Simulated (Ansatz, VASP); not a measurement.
**NbRu2N3 in VASP and in Ansatz**

```
CELL_PARAMETERS angstrom
4.29241 0.00000 0.00000
0.00000 4.29241 0.00000
0.00000 0.00000 4.00585
ATOMIC_POSITIONS crystal
Nb 0.50000 0.50000 0.50000
Ru 0.00000 0.00000 0.00000
Ru 0.50000 0.50000 0.00000
N 0.00000 0.50000 0.00000
N 0.50000 0.00000 0.00000
N 0.00000 0.00000 0.50000
```

Alike in both runs: task relaxation of cell and atoms; functional PBE; k mesh 4 × 4 × 4; occupations gaussian, width 0.1 eV; collinear spin.

```csv
,VASP,Ansatz
version,VASP 6.6.1,Ansatz 0.2.0
potentials or method,"VASP PAW PBE potentials, release 64 (Nb_sv, Ru_pv, N), cutoff 600 eV","scalar-relativistic, plane waves, PAW"
valence electrons in the cell,56,60
```

Ansatz gave:

- gap on the k mesh at the Fermi level, each at its own relaxed structure (eV): none
- net moment per atom (μB): 0.06
- size of the moment on the site where the two differ most (μB): 0.41
- relaxed volume (Å³/atom): 12.95
- relaxed cell length with the largest relative difference (Å): 5.034

**Question.** What did VASP give for the same quantities?

**Answer.** gap on the k mesh at the Fermi level, each at its own relaxed structure (eV): none; net moment per atom (μB): 0.00; size of the moment on the site where the two differ most (μB): 0.00; relaxed volume (Å³/atom): 12.89; relaxed cell length with the largest relative difference (Å): 5.006.

Site moments also hang on the region over which each program counts them. A gap of «none» marks a metal or a gap that the smearing closes. VASP's potentials hold 56 valence electrons a cell and Ansatz's 60, so a difference there can come from the potentials and not from the codes. Ansatz's warnings: seeded moment not kept.

The k mesh is coarse, so the values compare programs but aren't converged.
